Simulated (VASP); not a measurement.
Runs of VASP 6.6.1 on C2H2. The cell holds a molecule in a box, 4 atoms: a = 12.000 Å, b = 12.500 Å, c = 13.000 Å, α = 90.00°, β = 90.00°, γ = 90.00°. 

```tsv
level	potentials or basis	cutoff (eV)	grid for exact exchange (PRECFOCK)	share of exact exchange	screening parameter	gap on the mesh (eV)	largest force (eV/Å)
LDA	VASP PAW LDA potentials, release 64 (C, H)	520	-	-	-	6.74	0.67
r2SCAN+rVV10	VASP PAW PBE potentials, release 64 (C, H)	580	-	-	-	7.34	0.44
r2SCAN	VASP PAW PBE potentials, release 64 (C, H)	580	-	-	-	7.34	0.45
RPBE	VASP PAW PBE potentials, release 64 (C, H)	520	-	-	-	(a)	0.48
PBE+D3(BJ)	VASP PAW PBE potentials, release 64 (C, H)	520	-	-	-	6.75	0.11
HSE06	VASP PAW PBE potentials, release 64 (C, H)	520	Normal	0.25	0.2079 1/Å	7.70	0.74
PBE	VASP PAW PBE potentials, release 64 (C, H)	520	-	-	-	6.75	0.11
```

Alike in all rows: task single point; no spin polarisation; cell as given; k mesh 1 × 1 × 1; smearing gaussian 0.01 eV.

Task: Estimate the missing entries.

Result: (a) 6.71.

Caveats: the PAW data sets were made with another functional, which shifts forces and pressure a little (at least some runs).

